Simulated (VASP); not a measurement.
The system is SrTiO3.

```
CELL_PARAMETERS angstrom
3.90500 0.00000 0.00000
0.00000 3.90500 0.00000
0.00000 0.00000 3.90500
ATOMIC_POSITIONS crystal
Sr 0.00000 0.00000 0.00000
Ti 0.50000 0.50000 0.50000
O 0.00000 0.50000 0.50000
O 0.50000 0.00000 0.50000
O 0.50000 0.50000 0.00000
```

```yaml
Program: VASP 6.6.1
Task: relaxation of cell and atoms
Functional: r2SCAN
Potentials_or_basis: VASP PAW PBE potentials, release 64 (Sr_sv, Ti_sv, O)
Cutoff: 600 eV
k_mesh: 6 × 6 × 6
Occupations: gaussian, width 0.02 eV
Spin: no spin polarisation
Hubbard_terms: Ti d U = 4.0 eV
```

At the start: pressure 5.0 GPa; volume 11.91 Å³/atom.

Problem. How do energy, volume and symmetry change on relaxing?

Solution. Over 3 steps the energy falls by 4.8 meV/atom and the volume is 12.22 Å³/atom (+2.6 %); space group Pm-3m (No. 221, to 0.05 Å).

The path:
| step | energy change (eV) | largest force (eV/Å) | pressure (GPa) | volume (Å³) |
| --- | --- | --- | --- | --- |
| 1 | 0.0000 | 0.0000 | 4.98 | 59.55 |
| 2 | 0.0018 | 0.0000 | -4.74 | 62.80 |
| 3 | -0.0238 | 0.0000 | 0.00 | 61.11 |

Final structure:
```xyz
5
Lattice="3.9390 0.0000 0.0000 0.0000 3.9390 0.0000 0.0000 0.0000 3.9390" Properties=species:S:1:pos:R:3 pbc="T T T"
Sr    0.0000    0.0000    0.0000
Ti    1.9695    1.9695    1.9695
O     0.0000    1.9695    1.9695
O     1.9695    0.0000    1.9695
O     1.9695    1.9695    0.0000
```

Caveat: the PAW data sets were made with another functional, which shifts forces and pressure a little.
